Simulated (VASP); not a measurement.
Wanted: the native input for a VASP 6.6.1 run.

```
Task                   : single point
Functional             : PBE
Potentials or basis    : VASP PAW PBE potentials, release 64 (Zr_sv)
Cutoff                 : 520 eV
k mesh                 : 15 × 15 × 8
Occupations            : fermi-dirac, width 0.05 eV
Spin                   : no spin polarisation
Dipole correction      : no
Further INCAR settings : ALGO = Normal; EDIFF = 1e-06; NBANDS = 19
```

The structure of Zr lies in POSCAR:

```
Zr
1.0
    2.7505333549      0.0000000000      0.0000000000
   -1.3752666775      2.3820317593      0.0000000000
    0.0000000000      0.0000000000      4.8541728356
Zr
2
Direct
    0.3333333333      0.6666666667      0.2500000000
    0.6666666667      0.3333333333      0.7500000000
```

These files were run (other wordings do the same):

INCAR

```
PREC     = Accurate       # precision mode
ENCUT    = 520            # plane-wave cutoff, eV
EDIFF    = 1E-6           # SCF threshold, eV
ISMEAR   = -1             # smearing method
SIGMA    = 0.05           # smearing width, eV
LREAL    = F              # projectors in reciprocal space
LASPH    = T              # aspherical terms in the spheres
NELM     = 100            # most SCF steps
ALGO     = Normal         # electronic algorithm
ISIF     = 2              # what is computed and relaxed
LWAVE    = F              # write WAVECAR
LCHARG   = F              # write CHGCAR
GGA      = PE             # functional
NBANDS   = 19             # bands
```

KPOINTS

```
regular mesh
0
Gamma
  15 15 8
```

Potentials or basis: VASP PAW PBE potentials, release 64 (Zr_sv).

The run is started by

```console
$ cat potpaw_PBE.64/Zr_sv/POTCAR > POTCAR
$ mpirun -np 1 vasp_std > vasp.out
```

It gave:

* Pressure: 63.6 GPa
* Band gap on the k mesh: zero (bands 12 and 13 overlap by 1.48 eV)

Caveat: the cell stands under pressure.

Run time: 72 s on 1 thread of Intel Xeon 8259CL (shared host), peak memory 0.19 GiB.
